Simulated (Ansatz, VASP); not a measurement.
# ReBi in VASP and in Ansatz

```
Re Bi
1.0
     0.00000    2.90563    2.90563
     2.90563    0.00000    2.90563
     2.90563    2.90563    0.00000
Re Bi
1 1
Direct
  0.00000 0.00000 0.00000
  0.25000 0.25000 0.25000
```

Alike in both runs: task single point; functional PBE; k mesh 10 × 10 × 10; occupations gaussian, width 0.05 eV; no spin polarisation.

|  | VASP | Ansatz |
| --- | --- | --- |
| version | VASP 6.6.1 | Ansatz 0.2.0 |
| potentials or method | VASP PAW PBE potentials, release 64 (Re, Bi_d), cutoff 520 eV | scalar-relativistic, plane waves, PAW |
| valence electrons in the cell | 22 | 30 |

```tsv
	VASP	Ansatz	Ansatz less VASP
pressure (GPa)	26.7	26.3	-0.43
```

The functional is the same, so the differences come from potentials, cutoffs and numerics. VASP's potentials hold 22 valence electrons a cell and Ansatz's 30, so a difference there can come from the potentials and not from the codes.

Neither program's run includes spin-orbit coupling.
